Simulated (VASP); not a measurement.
A run of VASP 6.6.1:

The input INCAR:

```
SYSTEM = RbCl
PREC = Accurate
ENCUT = 500
EDIFF = 1E-6
ISMEAR = 0
SIGMA = 0.01
LREAL = .False.
LASPH = .True.
NELM = 120
ALGO = Normal
ISIF = 2
LWAVE = .False.
LCHARG = .False.
GGA = PE
NBANDS = 15
GGA_COMPAT = .False.
```

KPOINTS

```
regular mesh
0
Gamma
  6 6 6
  0 0 0
```

Contents of POSCAR:

```
RbCl
1.0
    0.0000000000      3.4148118170      3.4148118170
    3.4148118170      0.0000000000      3.4148118170
    3.4148118170      3.4148118170      0.0000000000
Rb Cl
1 1
Direct
    0.0000000000      0.0000000000      0.0000000000
    0.5000000000      0.5000000000      0.5000000000
```

Potentials or basis: VASP PAW PBE potentials, release 64 (Rb_sv, Cl).

Run with:

```sh
$ cat potpaw_PBE.64/Rb_sv/POTCAR potpaw_PBE.64/Cl/POTCAR > POTCAR
$ mpirun -np 1 vasp_std > vasp.out
```

Hardware: 1 thread of Intel(R) Xeon(R) Platinum 8259CL CPU @ 2.50GHz (Skylake/Cascade Lake), on a shared host.

How long does it take, and how much memory?

Run time: 20 s on 1 thread of Intel(R) Xeon(R) Platinum 8259CL CPU @ 2.50GHz (Skylake/Cascade Lake), on a shared host, peak memory 0.2 GiB. Counts: scf iterations 13, k points 16.
